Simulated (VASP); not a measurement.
Mg3Zn2O5:

```xyz
10
Lattice="3.0304 -0.0110 0.0184 0.0155 -4.3435 0.0752 -1.5688 2.3101 -7.6602" Properties=species:S:1:pos:R:3 pbc="T T T"
Mg    1.4442   -2.0245   -1.5008
Mg   -0.0439    0.0651   -6.0200
Mg    1.3736   -1.9891   -7.5233
Zn    0.0140    0.1131   -3.0758
Zn    1.5436   -2.1615   -4.4676
O     0.0653   -2.1485   -6.0072
O    -0.0624   -2.0701   -3.0792
O     0.1136   -2.1650   -0.1040
O     1.5251   -0.0463   -4.5884
O     1.4204    0.0332   -1.4297
```

```yaml
Program: VASP 6.6.1
Task: relaxation of cell and atoms
Functional: PBE
Potentials_or_basis: VASP PAW PBE potentials, release 64 (Mg, Zn, O)
Cutoff: 600 eV
k_mesh: 4 × 4 × 4
Occupations: gaussian, width 0.1 eV
Spin: no spin polarisation
```

At the start: pressure -0.3 GPa; volume 10.02 Å³/atom.

Where does the relaxation end?

Over 14 steps the energy falls by 66.3 meV/atom and the volume is 9.82 Å³/atom (-2.0 %); space group Immm (No. 71, to 0.05 Å).

Step by step:
```
step  energy change (eV)  largest force (eV/Å)  pressure (GPa)  volume (Å³)
   1              0.0000                2.1382           -0.31       100.18
   2             -0.4518                0.6777           -1.58        99.87
   3             -0.5438                0.6775           -1.56        99.58
   4             -0.6190                0.3290            0.72        97.91
   5             -0.6223                0.2892            1.41        97.49
   6             -0.6487                0.1507           -0.36        98.47
   7             -0.6502                0.1388           -0.88        98.78
   8             -0.6575                0.1003            0.21        98.09
   9             -0.6576                0.1038            0.28        98.02
  10             -0.6609                0.0542            0.11        98.12
  11             -0.6616                0.0578           -0.01        98.19
  12             -0.6623                0.0349           -0.01        98.20
  13             -0.6625                0.0360           -0.01        98.20
  14             -0.6628                0.0243           -0.01        98.19
```

Final structure:
```
Mg Zn O
1.0
     3.03545   -0.00033   -0.00275
     0.00024   -4.27546    0.00018
    -1.51158    2.13990   -7.56439
Mg Zn O
3 2 5
Direct
  0.59776 0.59978 0.19889
  0.40227 0.40025 0.80120
  0.99927 0.99990 0.99991
  0.19936 0.19964 0.39899
  0.80189 0.79988 0.60093
  0.40477 0.90271 0.80591
  0.19539 0.69756 0.39435
  0.99953 0.50015 0.99996
  0.80454 0.30255 0.60554
  0.59522 0.09758 0.19432
```

Caveat: the k points lie up to 0.53 Å⁻¹ apart in the final cell.
